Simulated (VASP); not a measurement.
Set up this calculation in VASP 6.6.1, as the native input.

| Property | Result |
| --- | --- |
| Task | single point |
| Functional | PBE |
| Potentials or basis | VASP PAW PBE potentials, release 64 (Al, Si) |
| Cutoff | 520 eV |
| k mesh | 8 × 8 × 8 |
| Occupations | gaussian, width 0.1 eV |
| Spin | no spin polarisation |
| Dipole correction | no |
| Further INCAR settings | ALGO = Fast; EDIFF = 1e-07; NBANDS = 22 |

The structure of Al7Si lies in POSCAR:

```
Al7Si
1.0
    0.0000000000      3.9365792996      3.9365792996
    3.9365792996      0.0000000000      3.9365792996
    3.9365792996      3.9365792996      0.0000000000
Al Si
7 1
Direct
    0.0000000000      0.0000000000      0.5000000000
    0.0000000000      0.5000000000      0.0000000000
    0.0000000000      0.5000000000      0.5000000000
    0.5000000000      0.0000000000      0.0000000000
    0.5000000000      0.0000000000      0.5000000000
    0.5000000000      0.5000000000      0.0000000000
    0.5000000000      0.5000000000      0.5000000000
    0.0000000000      0.0000000000      0.0000000000
```

The input as run:

INCAR

```
  ALGO = Fast
  EDIFF = 1E-7
  ENCUT = 520
  GGA = PE
  ISIF = 2
  ISMEAR = 0
  LASPH = T
  LCHARG = F
  LREAL = F
  LWAVE = F
  NBANDS = 22
  NELM = 80
  PREC = Accurate
  SIGMA = 0.1
```

KPOINTS

```
k-points
0
Gamma
  8 8 8
```

Potentials or basis: VASP PAW PBE potentials, release 64 (Al, Si).

The run is started by

```bash
$ cat potpaw_PBE.64/Al/POTCAR potpaw_PBE.64/Si/POTCAR > POTCAR
$ mpirun -np 1 vasp_std > vasp.out
```

It gave:

```json
{
  "Pressure": "5.3 GPa",
  "Band gap on the k mesh": "zero (an odd number of electrons rules out a gap without spin polarisation)"
}
```

Caveat: the cell stands under pressure.

Run time: 110 s on 1 thread of Intel Xeon 8259CL, on a shared host, peak memory 0.27 GiB.
